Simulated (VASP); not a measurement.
# Ag2Pt (Fm-3m) in VASP: notebook, part 2 of 2

VASP 6.6.1. The steps go on from the part before.

### 3 Relaxation of cell and atoms, PBE

INCAR reads:

```
SYSTEM = Ag2Pt
PREC     = Accurate       ! precision mode
ENCUT    = 600            ! plane-wave cutoff, eV
EDIFF    = 1E-6           ! SCF threshold, eV
ISMEAR   = 0              ! smearing method
SIGMA    = 0.1            ! smearing width, eV
LREAL    = .False.        ! projectors in reciprocal space
LASPH    = .True.         ! aspherical terms in the spheres
NELM     = 80             ! most SCF steps
ALGO     = Fast           ! electronic algorithm
ISIF     = 3              ! what is computed and relaxed
LWAVE    = .False.        ! write WAVECAR
LCHARG   = .False.        ! write CHGCAR
GGA      = PE             ! functional
IBRION   = 2              ! ionic algorithm
NSW      = 100            ! ionic steps
EDIFFG   = -0.01          ! ionic threshold
```

KPOINTS reads:

```
Automatic mesh
0
Gamma
  12 12 12
  0 0 0
```

POSCAR reads:

```
Ag2Pt
1.0
    0.0000000000      3.1358789545      3.1358789545
    3.1358789545      0.0000000000      3.1358789545
    3.1358789545      3.1358789545      0.0000000000
Ag Pt
2 1
Direct
    0.2500000000      0.2500000000      0.2500000000
    0.7500000000      0.7500000000      0.7500000000
    0.0000000000      0.0000000000      0.0000000000
```

Potentials or basis: VASP PAW PBE potentials, release 64 (Ag, Pt).

The run is started by

```sh
$ cat potpaw_PBE.64/Ag/POTCAR potpaw_PBE.64/Pt/POTCAR > POTCAR
$ mpirun -np 1 vasp_std > vasp.out
```

OUTCAR:

```text
SYSTEM = Ag2Pt
   PREC = Accurate
   ENCUT = 600
   EDIFF = 1E-6
   ISMEAR = 0
   LREAL = .False.
   LASPH = .True.
   NELM = 80
   ISIF = 3
   GGA = PE
   IBRION = 2
   NSW = 100
   EDIFFG = -0.01

 ion  position               nearest neighbor table
   1  0.250  0.250  0.250-   3 2.72   3 2.72   3 2.72   3 2.72   2 3.14   2 3.14   2 3.14   2 3.14
                             2 3.14   2 3.14
   2  0.750  0.750  0.750-   3 2.72   3 2.72   3 2.72   3 2.72   1 3.14   1 3.14   1 3.14   1 3.14
                             1 3.14   1 3.14
   3  0.000  0.000  0.000-   2 2.72   2 2.72   2 2.72   1 2.72   1 2.72   1 2.72   2 2.72   1 2.72

  LATTYP: Found a face centered cubic cell.
 ALAT       =     6.2717579090

  Lattice vectors:

 A1 = (   0.0000000000,   3.1358789545,   3.1358789545)
 A2 = (   3.1358789545,   0.0000000000,   3.1358789545)
 A3 = (   3.1358789545,   3.1358789545,   0.0000000000)

Analysis of symmetry for initial positions (statically):
=====================================================================
 Subroutine PRICEL returns:
 Original cell was already a primitive cell.

 Routine SETGRP: Setting up the symmetry group for a
 face centered cubic supercell.

 Subroutine GETGRP returns: Found 48 space group operations
 (whereof 48 operations were pure point group operations)
 out of a pool of 48 trial point group operations.

The static configuration has the point symmetry O_h .

Analysis of symmetry for dynamics (positions and initial velocities):
=====================================================================
 Subroutine PRICEL returns:
 Original cell was already a primitive cell.

 Routine SETGRP: Setting up the symmetry group for a
 face centered cubic supercell.

 Subroutine GETGRP returns: Found 48 space group operations
 (whereof 48 operations were pure point group operations)
 out of a pool of 48 trial point group operations.

The dynamic configuration has the point symmetry O_h .

 Subroutine INISYM returns: Found 48 space group operations
[... 120 lines left out ...]
  volume/ion in A,a.u.               =      20.56       138.73
  Fermi-wavevector in a.u.,A,eV,Ry     =   1.315494  2.485923 23.545214  1.730524
  Thomas-Fermi vector in A             =   2.445673
   LORBIT       =      0    0 simple, 1 ext, 2 COOP (PROOUT), +10 PAW based schemes
   GGA     = PE    functional components
   LHFCALC =     F    Hartree Fock is set to
   AEXX    =    0.0000 exact exchange contribution
   IVDW    =     0    specifies the selected vdW correction
   LEPSILON=     F    determine dielectric tensor
   LRPA    =     F    only Hartree local field effects (RPA)
 conjugate gradient relaxation of ions
 non-spin polarized calculation
 RMM-DIIS sequential band-by-band and
 Gauss-broadening in eV      SIGMA  =   0.10
  energy-cutoff  :      600.00
  volume of cell :       61.67
 maximum number of plane-waves:      2085
   NGX = 17   NGY = 17   NGZ = 17

 number of electron      32.0000002 magnetization

 Free energy of the ion-electron system (eV)
  ---------------------------------------------------
  ext. energy  EPLUGINS =         0.00000000
  ---------------------------------------------------
  free energy    TOTEN  =       -10.45078725 eV

  energy without entropy =      -10.44389979  energy(sigma->0) =      -10.44734352

 E-fermi :   5.7431     XC(G=0): -11.0704

 val. band max:        5.6839005811   @ k =  -0.4167   0.4167   0.0833
 cond. band min:       5.7524807759   @ k =  -0.4167   0.1667   0.0833
 fundamental gap:      0.0685801948
 Fermi energy:         5.7431427948

 k-point     1 :       0.0000    0.0000    0.0000
  band No.  band energies     occupation
      1      -0.7342      2.00000
      2       0.7942      2.00000
      3       0.7942      2.00000
      4       1.4381      2.00000
      5       1.4381      2.00000
      6       1.4381      2.00000
[... 541 lines left out ...]
     19      10.9153      0.00000
     20      13.2600      0.00000

 [... further k-points ...]

------------------------ aborting loop because EDIFF is reached ----------------------------------------

  FORCE on cell =-STRESS in cart. coord.  units (eV):
  Direction    XX          YY          ZZ          XY          YZ          ZX
  --------------------------------------------------------------------------------------
  -------------------------------------------------------------------------------------
  Total        0.0136115      0.0136115      0.0136115     -0.0000000      0.0000000      0.0000000
  in kB        0.3535973      0.3535973      0.3535973     -0.0000000      0.0000000      0.0000000
  external PRESSURE =       0.3535973 kB  Pullay stress =       0.0000000 kB

 VOLUME and BASIS-vectors are now :
 -----------------------------------------------------------------------------
  energy-cutoff  :      600.00
  volume of cell :       61.67
      direct lattice vectors                 reciprocal lattice vectors
     0.000000000  3.135878954  3.135878954    -0.159444930  0.159444930  0.159444930
     3.135878954  0.000000000  3.135878954     0.159444930 -0.159444930  0.159444930
     3.135878954  3.135878954  0.000000000     0.159444930  0.159444930 -0.159444930

 POSITION                                       TOTAL-FORCE (eV/Angst)
 -----------------------------------------------------------------------------------
      1.56794      1.56794      1.56794         0.000000      0.000000      0.000000
      4.70382      4.70382      4.70382        -0.000000     -0.000000     -0.000000
      0.00000      0.00000      0.00000         0.000000      0.000000      0.000000
 -----------------------------------------------------------------------------------
    total drift:                                0.000000      0.000000      0.000000

  FREE ENERGIE OF THE ION-ELECTRON SYSTEM (eV)
  ---------------------------------------------------
  free  energy   TOTEN  =       -10.4507872506 eV

  energy  without entropy=      -10.4438997920  energy(sigma->0) =      -10.44734352

 reached required accuracy - stopping structural energy minimisation
```

OSZICAR:

```text
N       E                     dE             d eps       ncg     rms          rms(c)
DAV:   1     0.210428829764E+03    0.21043E+03   -0.17690E+04  2880   0.171E+03
DAV:   2    -0.560833399249E+01   -0.21604E+03   -0.20301E+03  3120   0.340E+02
DAV:   3    -0.111265225548E+02   -0.55182E+01   -0.53447E+01  3216   0.554E+01
DAV:   4    -0.111732101945E+02   -0.46688E-01   -0.46668E-01  3100   0.507E+00
DAV:   5    -0.111737975698E+02   -0.58738E-03   -0.58735E-03  3252   0.632E-01    0.978E+00
RMM:   6    -0.105206247047E+02    0.65317E+00   -0.30071E+00  2880   0.133E+01    0.721E+00
RMM:   7    -0.104668589530E+02    0.53766E-01   -0.24516E-01  2880   0.356E+00    0.378E+00
RMM:   8    -0.104526271893E+02    0.14232E-01   -0.28788E-02  2880   0.111E+00    0.164E+00
RMM:   9    -0.104506958969E+02    0.19313E-02   -0.56024E-03  2880   0.655E-01    0.702E-02
RMM:  10    -0.104507616929E+02   -0.65796E-04   -0.68982E-04  2897   0.184E-01    0.583E-02
RMM:  11    -0.104507873582E+02   -0.25665E-04   -0.14948E-04  2881   0.836E-02    0.231E-02
RMM:  12    -0.104507862896E+02    0.10686E-05   -0.34338E-05  2880   0.382E-02    0.952E-03
RMM:  13    -0.104507872506E+02   -0.96095E-06   -0.85325E-06  2423   0.177E-02
   1 F= -.10450787E+02 E0= -.10447344E+02  d E =-.104508E+02
```

CONTCAR:

```text
Ag2Pt
   1.00000000000000
     0.0000000000000000    3.1358789544999999    3.1358789544999999
     3.1358789544999999    0.0000000000000000    3.1358789544999999
     3.1358789544999999    3.1358789544999999    0.0000000000000000
  Ag              Pt
     2     1
Direct
     0.2500000000000000    0.2500000000000000    0.2500000000000000
     0.7500000000000000    0.7500000000000000    0.7500000000000000
     0.0000000000000000    0.0000000000000000    0.0000000000000000

  0.00000000E+00  0.00000000E+00  0.00000000E+00
  0.00000000E+00  0.00000000E+00  0.00000000E+00
  0.00000000E+00  0.00000000E+00  0.00000000E+00
```

Run time: 42 s. Hardware: 1 thread of Intel Xeon 6975P-C (Granite Rapids), shared host; peak memory 0.28 GiB.

What came out:

```
Free energy             : -10.4508 eV
Pressure after relaxing : 0.0 GPa
Band gap on the k mesh  : zero (bands 16 and 17 overlap by 0.12 eV)
```

Final structure:
```yaml
crystal:
  lattice:
    - [0.00000, 3.13588, 3.13588]
    - [3.13588, 0.00000, 3.13588]
    - [3.13588, 3.13588, 0.00000]
  atoms:
    - { symbol: Ag, position: [0.25000, 0.25000, 0.25000] }
    - { symbol: Ag, position: [0.75000, 0.75000, 0.75000] }
    - { symbol: Pt, position: [0.00000, 0.00000, 0.00000] }
```

Levels at points of the mesh, in eV from the Fermi level:
```csv
k point,band 14,band 15,band 16,band 17,band 18,band 19
"(0.00, 0.00, 0.00)",-1.53,-0.66,-0.66,8.07,8.28,8.66
"(0.50, 0.00, 0.00)",-1.21,-0.61,-0.61,0.08,6.09,6.09
"(0.50, 0.50, 0.00)",-0.49,-0.49,-0.25,0.35,2.19,2.19
```

Caveat: the relaxation stopped at its first step, so nothing moved; spin-orbit coupling is left out, which moves the levels of the heavy elements.
